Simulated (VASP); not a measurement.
# In (I4/mmm) in VASP: relaxation of cell and atoms with LDA

Aim: the relaxation of cell and atoms of In with LDA.

All numbers are computed with VASP 6.6.1; they aren't measurements. Logs are shortened: lines on timing, memory, paths and dates and some standing lists are left out, and cuts for length are marked.

## 1. The cell of the first run

The structure is tetragonal, space group I4/mmm (No. 139). The conventional cell has a = 3.251 Å, b = 3.251 Å, c = 4.947 Å, α = 90.00°, β = 90.00°, γ = 90.00°. In (site symmetry 4/mmm) has 12 In at 3.25 to 3.38 Å within 4.3 Å.

## 2. Relaxation of cell and atoms, LDA

Contents of INCAR:

```
PREC = Accurate
ENCUT = 600
EDIFF = 1E-6
ISMEAR = 0
SIGMA = 0.1
LREAL = F
LASPH = T
NELM = 80
ALGO = Fast
ISIF = 3
LWAVE = F
LCHARG = F
GGA = CA
IBRION = 2
NSW = 100
EDIFFG = -0.005
```

Contents of KPOINTS:

```
regular mesh
0
Gamma
  18 18 18
```

Contents of POSCAR:

```
In
1.0
   -1.6254700000      1.6254700000      2.4737000000
    1.6254700000     -1.6254700000      2.4737000000
    1.6254700000      1.6254700000     -2.4737000000
In
1
Direct
    0.0000000000      0.0000000000      0.0000000000
```

Potentials or basis: VASP PAW LDA potentials, release 64 (In_d).

The run is started by

```bash
cat potpaw_LDA.64/In_d/POTCAR > POTCAR
mpirun -np 1 vasp_std > vasp.out
```

OUTCAR:

```text
PREC = Accurate
   ENCUT = 600
   EDIFF = 1E-6
   ISMEAR = 0
   LREAL = F
   LASPH = T
   NELM = 80
   ISIF = 3
   GGA = CA
   IBRION = 2
   NSW = 100
   EDIFFG = -0.005

 ion  position               nearest neighbor table
   1  0.000  0.000  0.000-

  LATTYP: Found a body centered tetragonal cell.
 ALAT       =     3.2509400000
 C/A-ratio  =     1.5218367611

  Lattice vectors:

 A1 = (  -1.6254700000,   1.6254700000,   2.4737000000)
 A2 = (   1.6254700000,  -1.6254700000,   2.4737000000)
 A3 = (   1.6254700000,   1.6254700000,  -2.4737000000)

Analysis of symmetry for initial positions (statically):
=====================================================================
 Subroutine PRICEL returns:
 Original cell was already a primitive cell.

 Routine SETGRP: Setting up the symmetry group for a
 body centered tetragonal supercell.

 Subroutine GETGRP returns: Found 16 space group operations
 (whereof 16 operations were pure point group operations)
 out of a pool of 16 trial point group operations.

The static configuration has the point symmetry D_4h.

Analysis of symmetry for dynamics (positions and initial velocities):
=====================================================================
 Subroutine PRICEL returns:
 Original cell was already a primitive cell.

 Routine SETGRP: Setting up the symmetry group for a
 body centered tetragonal supercell.

 Subroutine GETGRP returns: Found 16 space group operations
 (whereof 16 operations were pure point group operations)
 out of a pool of 16 trial point group operations.

The dynamic configuration has the point symmetry D_4h.

 Subroutine INISYM returns: Found 16 space group operations
 (whereof 16 operations are pure point group operations),
 and found     1 'primitive' translations

----------------------------------------------------------------------------------------

                                     Primitive cell

  volume of cell :      26.1436

  direct lattice vectors                    reciprocal lattice vectors
    -1.625470000  1.625470000  2.473700000     0.000000000  0.307603339  0.202126369
     1.625470000 -1.625470000  2.473700000     0.307603339  0.000000000  0.202126369
     1.625470000  1.625470000 -2.473700000     0.307603339  0.307603339  0.000000000

  length of vectors
     3.376906444  3.376906444  3.376906444     0.368069129  0.368069129  0.435016814

  position of ions in fractional coordinates (direct lattice)
     0.000000000  0.000000000  0.000000000

  ion indices of the primitive-cell ions
   primitive index   ion index
                 1           1

----------------------------------------------------------------------------------------

 KPOINTS: regular mesh

Automatic generation of k-mesh.
 Grid dimensions read from file:
 generate k-points for:   18   18   18

 Generating k-lattice:

  Cartesian coordinates                     Fractional coordinates (reciprocal lattice)
     0.000000000  0.017089074  0.011229243     0.055555556  0.000000000 -0.000000000
     0.017089074  0.000000000  0.011229243     0.000000000  0.055555556 -0.000000000
     0.017089074  0.017089074  0.000000000     0.000000000  0.000000000  0.055555556

  Length of vectors
     0.020448285  0.020448285  0.024167601

  Shift w.r.t. Gamma in fractional coordinates (k-lattice)
     0.000000000  0.000000000  0.000000000

 Subroutine IBZKPT returns following result:
 ===========================================

 Found    480 irreducible k-points:

 Following reciprocal coordinates:
            Coordinates               Weight
  0.000000  0.000000  0.000000      1.000000
  0.055556  0.000000 -0.000000      8.000000
  0.111111  0.000000 -0.000000      8.000000
  0.166667  0.000000 -0.000000      8.000000
  0.222222  0.000000 -0.000000      8.000000
  0.277778  0.000000 -0.000000      8.000000
[... 16 lines left out ...]
 -0.277778  0.055556  0.000000     16.000000
 -0.222222  0.055556  0.000000     16.000000
 [... further k-points ...]
   k-points           NKPTS =    480   k-points in BZ     NKDIM =    480   number of bands    NBANDS=     10
   number of dos      NEDOS =    301   number of ions     NIONS =      1
   total plane-waves  NPLWV =  21952
   dimension x,y,z NGX =    28 NGY =   28 NGZ =   28
   dimension x,y,z NGXF=    56 NGYF=   56 NGZF=   56
   ions per type =               1
   NGX,Y,Z   is equivalent  to a cutoff of  13.78, 13.78, 13.78 a.u.
   NGXF,Y,Z  is equivalent  to a cutoff of  27.57, 27.57, 27.57 a.u.
 SYSTEM =  unknown system
   PREC   = accura    normal or accurate (medium, high low for compatibility)
   ISTART =      0    job   : 0-new  1-cont  2-samecut
   ICHARG =      2    charge: 1-file 2-atom 10-const
   ISPIN  =      1    spin polarized calculation?
   LNONCOLLINEAR =      F non collinear calculations
   LSORBIT =      F    spin-orbit coupling
   LASPH  =      T    aspherical Exc in radial PAW
   ENCUT  =  600.0 eV  44.10 Ry    6.64 a.u.   6.74  6.74  6.74*2*pi/ulx,y,z
   NELM   =     80;   NELMIN=  2; NELMDL= -5     # of ELM steps
   EDIFF  = 0.1E-05   stopping-criterion for ELM
   LREAL  =      F    real-space projection
   EDIFFG = -.5E-02   stopping-criterion for IOM
   NSW    =    100    number of steps for IOM
   IBRION =      2    ionic relax: 0-MD 1-quasi-New 2-CG
   NFREE  =      1    steps in history (QN), initial steepest desc. (CG)
   ISIF   =      3    stress and relaxation
   ISYM   =      2    0-nonsym 1-usesym 2-fastsym
   POTIM  = 0.5000    time-step for ionic-motion
   TEBEG  =    0.0;   TEEND  =   0.0 temperature during run
   PSTRESS=    0.0 pullay stress
   NELECT =      13.0000    total number of electrons
   NUPDOWN=      -1.0000    fix difference up-down
   EMIN   =  10.00;   EMAX   =-10.00  energy-range for DOS
   EFERMI =   0.00;   METHOD = LEGACY
   ISMEAR =     0;   SIGMA  =   0.10  broadening in eV -4-tet -1-fermi 0-gaus
   EFERMI_NEDOS =   21; number of points for ismear=-14 and -15
   IALGO  =     68    algorithm
   IMIX   =      4    mixing-type and parameters
     AMIX     =   0.40;   BMIX     =  1.00
     AMIX_MAG =   1.60;   BMIX_MAG =  1.00
  volume/ion in A,a.u.               =      26.14       176.43
  Fermi-wavevector in a.u.,A,eV,Ry     =   1.296983  2.450943 22.887245  1.682165
  Thomas-Fermi vector in A             =   2.428405
   LORBIT       =      0    0 simple, 1 ext, 2 COOP (PROOUT), +10 PAW based schemes
   GGA     = CA    functional components
   LHFCALC =     F    Hartree Fock is set to
   AEXX    =    0.0000 exact exchange contribution
   IVDW    =     0    specifies the selected vdW correction
   LEPSILON=     F    determine dielectric tensor
   LRPA    =     F    only Hartree local field effects (RPA)
 conjugate gradient relaxation of ions
 non-spin polarized calculation
 RMM-DIIS sequential band-by-band and
 Gauss-broadening in eV      SIGMA  =   0.10
  energy-cutoff  :      600.00
  volume of cell :       26.14
 maximum number of plane-waves:       901
   NGX = 13   NGY = 13   NGZ = 13

--------------------------------------- Ionic step        1  -------------------------------------------

 number of electron      13.0000006 magnetization

 Free energy of the ion-electron system (eV)
  ---------------------------------------------------
  ext. energy  EPLUGINS =         0.00000000
  ---------------------------------------------------
  free energy    TOTEN  =        -3.20514240 eV

  energy without entropy =       -3.20254778  energy(sigma->0) =       -3.20384509

------------------------ aborting loop because EDIFF is reached ----------------------------------------

  FORCE on cell =-STRESS in cart. coord.  units (eV):
  Direction    XX          YY          ZZ          XY          YZ          ZX
  --------------------------------------------------------------------------------------
  -------------------------------------------------------------------------------------
  Total       -0.4155004     -0.4155004     -0.3954815      0.0000000      0.0000000      0.0000000
  in kB      -25.4634428    -25.4634428    -24.2366065      0.0000000      0.0000000      0.0000000
  external PRESSURE =     -25.0544974 kB  Pullay stress =       0.0000000 kB
[... 86 lines left out ...]
  FREE ENERGIE OF THE ION-ELECTRON SYSTEM (eV)
  ---------------------------------------------------
  free  energy   TOTEN  =        -3.2177608086 eV

  energy  without entropy=       -3.2154163691  energy(sigma->0) =       -3.21658859

[... ionic steps 4 to 11 ...]

--------------------------------------- Ionic step       12  -------------------------------------------

 number of electron      12.9999998 magnetization

------------------------ aborting loop because EDIFF is reached ----------------------------------------

  FORCE on cell =-STRESS in cart. coord.  units (eV):
  Direction    XX          YY          ZZ          XY          YZ          ZX
  --------------------------------------------------------------------------------------
  -------------------------------------------------------------------------------------
  Total       -0.0045445     -0.0045445      0.0050853     -0.0000000      0.0000000      0.0000000
  in kB       -0.2959141     -0.2959141      0.3311292     -0.0000000      0.0000000      0.0000000
  external PRESSURE =      -0.0868997 kB  Pullay stress =       0.0000000 kB
[... 55 lines left out ...]
  energy  without entropy=       -3.2174603741  energy(sigma->0) =       -3.21834904

--------------------------------------- Ionic step       14  -------------------------------------------

 number of electron      12.9999998 magnetization

 Free energy of the ion-electron system (eV)
  ---------------------------------------------------
  ext. energy  EPLUGINS =         0.00000000
  ---------------------------------------------------
  free energy    TOTEN  =        -3.21924031 eV

  energy without entropy =       -3.21745060  energy(sigma->0) =       -3.21834546

 E-fermi :   7.9394     XC(G=0): -10.8218

 val. band max:        7.9097841693   @ k =   0.3333   0.3333  -0.0000
 cond. band min:       7.9498581529   @ k =   0.2778   0.2778   0.1111
 fundamental gap:      0.0400739837
 Fermi energy:         7.9393736945

 k-point     1 :       0.0000    0.0000    0.0000
  band No.  band energies     occupation
      1      -6.8144      2.00000
      2      -6.6314      2.00000
      3      -6.6314      2.00000
      4      -6.5810      2.00000
      5      -6.4056      2.00000
      6      -2.0650      2.00000
      7      18.9205      0.00000
      8      18.9205      0.00000
      9      19.1589      0.00000
     10      19.8041      0.00000
[... 287 lines left out ...]
 k-point    24 :      -0.2222    0.0556    0.0000
  band No.  band energies     occupation
      1      -6.7387      2.00000
      2      -6.6784      2.00000
      3      -6.5802      2.00000
      4      -6.5080      2.00000
      5      -6.4375      2.00000
      6      -1.0048      2.00000
      7      12.8218      0.00000
      8      16.5652      0.00000
      9      18.0126      0.00000
     10      20.2578      0.00000

 [... further k-points ...]

------------------------ aborting loop because EDIFF is reached ----------------------------------------

  FORCE on cell =-STRESS in cart. coord.  units (eV):
  Direction    XX          YY          ZZ          XY          YZ          ZX
  --------------------------------------------------------------------------------------
  -------------------------------------------------------------------------------------
  Total       -0.0005162     -0.0005162      0.0040535      0.0000000     -0.0000000      0.0000000
  in kB       -0.0336096     -0.0336096      0.2639238      0.0000000     -0.0000000      0.0000000
  external PRESSURE =       0.0655682 kB  Pullay stress =       0.0000000 kB
[... 16 lines left out ...]
  FREE ENERGIE OF THE ION-ELECTRON SYSTEM (eV)
  ---------------------------------------------------
  free  energy   TOTEN  =        -3.2192403077 eV

  energy  without entropy=       -3.2174506031  energy(sigma->0) =       -3.21834546

 reached required accuracy - stopping structural energy minimisation
```

Run time: 8 min. Hardware: 1 thread of Intel Xeon 6975P-C (Granite Rapids), shared host; peak memory 0.3 GiB.

Results:

```
Free energy                           : -3.2192 eV
Relaxed volume                        : 24.61 Å³/atom
Relaxed cell                          : a = 3.331 Å, b = 3.331 Å, c = 3.331 Å, α = 123.48°, β = 123.48°, γ = 84.07°
Space group after relaxing (to 0.1 Å) : I4/mmm (No. 139)
Energy gained by relaxing             : 14.1 meV/atom
Ionic steps                           : 14
Pressure after relaxing               : 0.0 GPa
Band gap on the k mesh                : zero (an odd number of electrons rules out a gap without spin polarisation)
```

Step by step:
```csv
step,energy change (eV),largest force (eV/Å),pressure (GPa),volume (Å³)
1,0.0000,0.0000,-2.51,26.14
2,-0.0126,0.0000,-0.10,24.63
3,-0.0126,0.0000,0.10,24.57
4,-0.0129,0.0000,0.14,24.55
5,-0.0138,0.0000,0.22,24.50
6,-0.0132,0.0000,0.53,24.39
7,-0.0139,0.0000,0.36,24.45
8,-0.0140,0.0000,0.22,24.47
9,-0.0140,0.0000,-0.17,24.70
10,-0.0141,0.0000,-0.06,24.62
11,-0.0141,0.0000,0.05,24.59
12,-0.0141,0.0000,-0.01,24.61
13,-0.0141,0.0000,-0.02,24.61
14,-0.0141,0.0000,0.01,24.61
```

Final structure:
```
In
1.0
    -1.57691    1.57691    2.47392
     1.57691   -1.57691    2.47392
     1.57691    1.57691   -2.47392
In
1
Direct
  0.00000 0.00000 0.00000
```

Caveat: spin-orbit coupling is left out, which moves the levels of the heavy elements.
